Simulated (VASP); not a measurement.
# Mo (I4/mmm) in VASP: further runs

Mo is run at these levels: PBE; tasks: single point.

Everything below comes from runs of VASP 6.6.1. Logs are shortened: lines on timing, memory, paths and dates and some standing lists are left out, and cuts for length are marked.

### 1 The cell of the first run

The structure is tetragonal, space group I4/mmm (No. 139). Conventional cell: a = 3.095 Å, b = 3.095 Å, c = 3.142 Å, α = 90.00°, β = 90.00°, γ = 90.00°. Within 3.6 Å of Mo (site symmetry 4/mmm) lie 14 Mo at 2.69 to 3.14 Å.

### 2 Single point, PBE (strain -0.015 along x and y, +0.000 along z)

The input, INCAR:

```
SYSTEM = Mo
PREC = Accurate ; ENCUT = 520
EDIFF = 1E-6 ; ISMEAR = 0
SIGMA = 0.15 ; LREAL = .False.
LASPH = .True. ; NELM = 100
ALGO = Fast ; ISIF = 2
LWAVE = .False. ; LCHARG = .True.
GGA = PE ; LELF = .True.
LVHAR = .True. ; NBANDS = 13
```

The input, KPOINTS:

```
Automatic mesh
0
Gamma
  22 22 22
  0 0 0
```

The input, POSCAR:

```
Mo
1.0
   -1.5474350000      1.5474350000      1.5710000000
    1.5474350000     -1.5474350000      1.5710000000
    1.5474350000      1.5474350000     -1.5710000000
Mo
1
Direct
    0.0000000000      0.0000000000      0.0000000000
```

Potentials or basis: VASP PAW PBE potentials, release 64 (Mo_sv).

Command:

```bash
$ cat potpaw_PBE.64/Mo_sv/POTCAR > POTCAR
$ mpirun -np 1 vasp_std > vasp.out
```

OUTCAR:

```text
SYSTEM = Mo
   PREC = Accurate
   ENCUT = 520
   EDIFF = 1E-6
   ISMEAR = 0
   LREAL = .False.
   LASPH = .True.
   NELM = 100
   ISIF = 2
   GGA = PE

 ion  position               nearest neighbor table
   1  0.000  0.000  0.000-

  LATTYP: Found a body centered tetragonal cell.
 ALAT       =     3.0948700000
 C/A-ratio  =     1.0152284264

  Lattice vectors:

 A1 = (  -1.5474350000,   1.5474350000,   1.5710000000)
 A2 = (   1.5474350000,  -1.5474350000,   1.5710000000)
 A3 = (   1.5474350000,   1.5474350000,  -1.5710000000)

Analysis of symmetry for initial positions (statically):
=====================================================================
 Subroutine PRICEL returns:
 Original cell was already a primitive cell.

 Routine SETGRP: Setting up the symmetry group for a
 body centered tetragonal supercell.

 Subroutine GETGRP returns: Found 16 space group operations
 (whereof 16 operations were pure point group operations)
 out of a pool of 16 trial point group operations.

The static configuration has the point symmetry D_4h.

Analysis of symmetry for dynamics (positions and initial velocities):
=====================================================================
 Subroutine PRICEL returns:
 Original cell was already a primitive cell.

 Routine SETGRP: Setting up the symmetry group for a
 body centered tetragonal supercell.

 Subroutine GETGRP returns: Found 16 space group operations
 (whereof 16 operations were pure point group operations)
 out of a pool of 16 trial point group operations.

The dynamic configuration has the point symmetry D_4h.

 Subroutine INISYM returns: Found 16 space group operations
 (whereof 16 operations are pure point group operations),
 and found     1 'primitive' translations

----------------------------------------------------------------------------------------

                                     Primitive cell

  volume of cell :      15.0474

  direct lattice vectors                    reciprocal lattice vectors
    -1.547435000  1.547435000  1.571000000     0.000000000  0.323115349  0.318268619
     1.547435000 -1.547435000  1.571000000     0.323115349  0.000000000  0.318268619
     1.547435000  1.547435000 -1.571000000     0.323115349  0.323115349  0.000000000

  length of vectors
     2.693910013  2.693910013  2.693910013     0.453539902  0.453539902  0.456954109

[... 79 lines left out ...]
   LREAL  =      F    real-space projection
   EDIFFG = 0.1E-04   stopping-criterion for IOM
   NSW    =      0    number of steps for IOM
   IBRION =     -1    ionic relax: 0-MD 1-quasi-New 2-CG
   NFREE  =      0    steps in history (QN), initial steepest desc. (CG)
   ISIF   =      2    stress and relaxation
   ISYM   =      2    0-nonsym 1-usesym 2-fastsym
   POTIM  = 0.5000    time-step for ionic-motion
   TEBEG  =    0.0;   TEEND  =   0.0 temperature during run
   PSTRESS=    0.0 pullay stress
   NELECT =      14.0000    total number of electrons
   NUPDOWN=      -1.0000    fix difference up-down
   EMIN   =  10.00;   EMAX   =-10.00  energy-range for DOS
   EFERMI =   0.00;   METHOD = LEGACY
   ISMEAR =     0;   SIGMA  =   0.15  broadening in eV -4-tet -1-fermi 0-gaus
   EFERMI_NEDOS =   21; number of points for ismear=-14 and -15
   IALGO  =     68    algorithm
   IMIX   =      4    mixing-type and parameters
     AMIX     =   0.40;   BMIX     =  1.00
     AMIX_MAG =   1.60;   BMIX_MAG =  1.00
  volume/ion in A,a.u.               =      15.05       101.54
  Fermi-wavevector in a.u.,A,eV,Ry     =   1.598198  3.020156 34.752490  2.554236
  Thomas-Fermi vector in A             =   2.695685
   LORBIT       =      0    0 simple, 1 ext, 2 COOP (PROOUT), +10 PAW based schemes
   GGA     = PE    functional components
   LHFCALC =     F    Hartree Fock is set to
   AEXX    =    0.0000 exact exchange contribution
   IVDW    =     0    specifies the selected vdW correction
   LEPSILON=     F    determine dielectric tensor
   LRPA    =     F    only Hartree local field effects (RPA)
 non-spin polarized calculation
 RMM-DIIS sequential band-by-band and
 Gauss-broadening in eV      SIGMA  =   0.15
  energy-cutoff  :      520.00
  volume of cell :       15.05
 maximum number of plane-waves:       420
   NGX =  9   NGY =  9   NGZ =  9

 number of electron      13.9999997 magnetization

 Free energy of the ion-electron system (eV)
  ---------------------------------------------------
  ext. energy  EPLUGINS =         0.00000000
  ---------------------------------------------------
  free energy    TOTEN  =       -10.90198632 eV

  energy without entropy =      -10.89489674  energy(sigma->0) =      -10.89844153

 E-fermi :  13.2144     XC(G=0): -13.6062

 val. band max:       13.2096176804   @ k =  -0.1818  -0.3182   0.1818
 cond. band min:      13.2225122434   @ k =  -0.4545   0.3636  -0.0000
 fundamental gap:      0.0128945631
 Fermi energy:        13.2144276081

 k-point     1 :       0.0000    0.0000    0.0000
  band No.  band energies     occupation
      1     -48.0687      2.00000
      2     -21.2448      2.00000
      3     -21.2399      2.00000
      4     -21.2399      2.00000
      5       5.8600      2.00000
      6      11.7214      2.00000
      7      11.7214      2.00000
      8      11.9016      2.00000
      9      14.8287      0.00000
     10      15.0637      0.00000
     11      27.9079      0.00000
     12      28.2056      0.00000
     13      28.2056      0.00000
[... 354 lines left out ...]
  band No.  band energies     occupation
      1     -47.7737      2.00000
      2     -22.7473      2.00000
      3     -21.7200      2.00000
      4     -21.2653      2.00000
      5       7.8192      2.00000
      6       9.7919      2.00000
      7      13.9501      0.00000
      8      14.9758      0.00000
      9      15.7549      0.00000
     10      17.9154      0.00000
     11      25.6679      0.00000
     12      25.9370      0.00000
     13      31.7335      0.00000

 [... further k-points ...]
[... 5 lines left out ...]
  --------------------------------------------------------------------------------------
  -------------------------------------------------------------------------------------
  Total        1.5112470      1.5112470      1.0435731      0.0000000      0.0000000      0.0000000
  in kB      160.9107376    160.9107376    111.1149334      0.0000000      0.0000000      0.0000000
  external PRESSURE =     144.3121362 kB  Pullay stress =       0.0000000 kB

 VOLUME and BASIS-vectors are now :
 -----------------------------------------------------------------------------
  energy-cutoff  :      520.00
  volume of cell :       15.05
      direct lattice vectors                 reciprocal lattice vectors
    -1.547435000  1.547435000  1.571000000     0.000000000  0.323115349  0.318268619
     1.547435000 -1.547435000  1.571000000     0.323115349  0.000000000  0.318268619
     1.547435000  1.547435000 -1.571000000     0.323115349  0.323115349  0.000000000

 POSITION                                       TOTAL-FORCE (eV/Angst)
 -----------------------------------------------------------------------------------
      0.00000      0.00000      0.00000         0.000000      0.000000      0.000000
 -----------------------------------------------------------------------------------
    total drift:                                0.000000     -0.000000      0.000000

  FREE ENERGIE OF THE ION-ELECTRON SYSTEM (eV)
  ---------------------------------------------------
  free  energy   TOTEN  =       -10.9019863241 eV

  energy  without entropy=      -10.8948967384  energy(sigma->0) =      -10.89844153
```

OSZICAR:

```text
N       E                     dE             d eps       ncg     rms          rms(c)
DAV:   1     0.922924948042E+02    0.92292E+02   -0.81121E+03 21859   0.111E+03
DAV:   2    -0.103946624592E+02   -0.10269E+03   -0.98945E+02 24829   0.311E+02
DAV:   3    -0.115201779616E+02   -0.11255E+01   -0.11227E+01 24339   0.327E+01
DAV:   4    -0.115226646685E+02   -0.24867E-02   -0.24867E-02 24449   0.187E+00
DAV:   5    -0.115226801172E+02   -0.15449E-04   -0.15449E-04 24659   0.131E-01    0.160E+01
RMM:   6    -0.109833515533E+02    0.53933E+00   -0.62117E-01 21768   0.747E+00    0.504E+00
RMM:   7    -0.109048107815E+02    0.78541E-01   -0.19746E-01 22296   0.416E+00    0.984E-01
RMM:   8    -0.109021666286E+02    0.26442E-02   -0.10057E-02 24175   0.111E+00    0.150E-01
RMM:   9    -0.109019989060E+02    0.16772E-03   -0.10332E-03 24461   0.340E-01    0.474E-02
RMM:  10    -0.109019879389E+02    0.10967E-04   -0.16477E-04 25107   0.141E-01    0.143E-02
RMM:  11    -0.109019862854E+02    0.16535E-05   -0.15490E-05 24716   0.470E-02    0.159E-03
RMM:  12    -0.109019863241E+02   -0.38681E-07   -0.35927E-06 18517   0.187E-02
   1 F= -.10901986E+02 E0= -.10898442E+02  d E =-.708959E-02
```

It took 3.7 min on 1 thread of Intel Xeon 8259CL, shared host; peak memory 0.26 GiB.

What came out:

```
Free energy            : -10.9020 eV
Pressure               : 14.4 GPa
Band gap on the k mesh : zero (bands 7 and 8 overlap by 5.50 eV)
```

Stress tensor (GPa, compression positive):
```
16.09  0.00  0.00
 0.00 16.09  0.00
 0.00  0.00 11.11
```

Levels at points of the mesh, in eV from the Fermi level:
| k point | band 3 | band 4 | band 5 | band 6 | band 7 | band 8 | band 9 | band 10 | band 11 | band 12 |
| --- | --- | --- | --- | --- | --- | --- | --- | --- | --- | --- |
| (0.00, 0.00, 0.00) | -34.45 | -34.45 | -7.35 | -1.49 | -1.49 | -1.31 | 1.61 | 1.85 | 14.69 | 14.99 |
| (0.50, 0.00, 0.00) | -34.95 | -34.47 | -5.55 | -3.52 | 1.69 | 1.74 | 2.43 | 5.01 | 12.05 | 12.20 |
| (0.50, 0.50, 0.00) | -34.97 | -34.48 | -5.57 | -3.71 | 1.87 | 1.94 | 2.53 | 5.05 | 12.01 | 12.36 |
| (0.50, 0.50, 0.50) | -35.52 | -35.52 | -5.76 | -5.72 | 4.17 | 4.23 | 4.23 | 9.11 | 9.50 | 9.50 |

Caveat: the cell differs from its parent crystal (strain -0.015 along x and y, +0.000 along z); the cell stands under pressure.

### 3 Single point, PBE (strain +0.000 along x and y, -0.015 along z)

The input, INCAR:

```
SYSTEM = Mo
ALGO = Fast ; EDIFF = 1E-7
ENCUT = 520 ; GGA = PE
ISIF = 2 ; ISMEAR = 0
LASPH = .True. ; LCHARG = .False.
LREAL = .False. ; LWAVE = .False.
NBANDS = 13 ; NELM = 80
PREC = Accurate ; SIGMA = 0.15
```

The input, KPOINTS:

```
k-points
0
Gamma
  22 22 22
  0 0 0
```

The input, POSCAR:

```
Mo
1.0
   -1.5710000000      1.5710000000      1.5474350000
    1.5710000000     -1.5710000000      1.5474350000
    1.5710000000      1.5710000000     -1.5474350000
Mo
1
Direct
    0.0000000000      0.0000000000      0.0000000000
```

Potentials or basis: VASP PAW PBE potentials, release 64 (Mo_sv).

Command:

```bash
$ cat potpaw_PBE.64/Mo_sv/POTCAR > POTCAR
$ mpirun -np 1 vasp_std > vasp.out
```

OUTCAR:

```text
SYSTEM = Mo
   EDIFF = 1E-7
   ENCUT = 520
   GGA = PE
   ISIF = 2
   ISMEAR = 0
   LASPH = .True.
   LREAL = .False.
   NELM = 80
   PREC = Accurate

 ion  position               nearest neighbor table
   1  0.000  0.000  0.000-

  LATTYP: Found a body centered tetragonal cell.
 ALAT       =     3.1420000000
 C/A-ratio  =     0.9850000000

  Lattice vectors:

 A1 = (  -1.5710000000,   1.5710000000,   1.5474350000)
[... 555 lines left out ...]
      3     -21.9985      2.00000
      4     -21.5568      2.00000
      5       7.6451      2.00000
      6       9.4947      2.00000
      7      13.7713      0.00000
      8      14.7768      0.00000
      9      15.5048      0.00000
     10      17.5892      0.00000
     11      25.2796      0.00000
     12      25.6753      0.00000
     13      31.0603      0.00000

 [... further k-points ...]
[... 5 lines left out ...]
  --------------------------------------------------------------------------------------
  -------------------------------------------------------------------------------------
  Total        0.7755462      0.7755462      1.2412694      0.0000000      0.0000000     -0.0000000
  in kB       81.3379931     81.3379931    130.1822784      0.0000000      0.0000000     -0.0000000
  external PRESSURE =      97.6194215 kB  Pullay stress =       0.0000000 kB

 VOLUME and BASIS-vectors are now :
 -----------------------------------------------------------------------------
  energy-cutoff  :      520.00
  volume of cell :       15.28
      direct lattice vectors                 reciprocal lattice vectors
    -1.571000000  1.571000000  1.547435000     0.000000000  0.318268619  0.323115349
     1.571000000 -1.571000000  1.547435000     0.318268619  0.000000000  0.323115349
     1.571000000  1.571000000 -1.547435000     0.318268619  0.318268619  0.000000000

 POSITION                                       TOTAL-FORCE (eV/Angst)
 -----------------------------------------------------------------------------------
      0.00000      0.00000      0.00000        -0.000000      0.000000      0.000000
 -----------------------------------------------------------------------------------
    total drift:                                0.000000     -0.000000      0.000000

  FREE ENERGIE OF THE ION-ELECTRON SYSTEM (eV)
  ---------------------------------------------------
  free  energy   TOTEN  =       -10.9193012850 eV

  energy  without entropy=      -10.9120350212  energy(sigma->0) =      -10.91566815
```

OSZICAR:

```text
N       E                     dE             d eps       ncg     rms          rms(c)
DAV:   1     0.929482458199E+02    0.92948E+02   -0.80620E+03 21877   0.111E+03
DAV:   2    -0.103878441149E+02   -0.10334E+03   -0.99378E+02 25044   0.312E+02
DAV:   3    -0.115515819681E+02   -0.11637E+01   -0.11606E+01 24214   0.330E+01
DAV:   4    -0.115541874124E+02   -0.26054E-02   -0.26054E-02 24539   0.190E+00
DAV:   5    -0.115542037411E+02   -0.16329E-04   -0.16330E-04 24614   0.134E-01    0.155E+01
RMM:   6    -0.110007854612E+02    0.55342E+00   -0.64489E-01 21770   0.758E+00    0.474E+00
RMM:   7    -0.109221359285E+02    0.78650E-01   -0.19963E-01 22278   0.416E+00    0.103E+00
RMM:   8    -0.109195018197E+02    0.26341E-02   -0.10222E-02 24109   0.111E+00    0.152E-01
RMM:   9    -0.109193133510E+02    0.18847E-03   -0.10685E-03 24396   0.345E-01    0.457E-02
RMM:  10    -0.109193025945E+02    0.10756E-04   -0.17506E-04 25069   0.145E-01    0.175E-02
RMM:  11    -0.109193012577E+02    0.13368E-05   -0.14921E-05 24935   0.474E-02    0.163E-03
RMM:  12    -0.109193011832E+02    0.74562E-07   -0.34532E-06 24770   0.196E-02    0.124E-03
RMM:  13    -0.109193014387E+02   -0.25552E-06   -0.48236E-07 20714   0.866E-03    0.832E-04
RMM:  14    -0.109193012779E+02    0.16075E-06   -0.18085E-07 15617   0.443E-03    0.342E-04
RMM:  15    -0.109193012850E+02   -0.70736E-08   -0.17852E-08 10685   0.158E-03
   1 F= -.10919301E+02 E0= -.10915668E+02  d E =-.726626E-02
```

Run time: 4.4 min. Hardware: 1 thread of Intel Xeon 8259CL, shared host; peak memory 0.26 GiB.

What came out:

| Quantity | Value |
| --- | --- |
| Free energy | -10.9193 eV |
| Pressure | 9.8 GPa |
| Band gap on the k mesh | zero (bands 7 and 8 overlap by 5.46 eV) |

Caveat: the cell differs from its parent crystal (strain +0.000 along x and y, -0.015 along z); the cell stands under pressure.
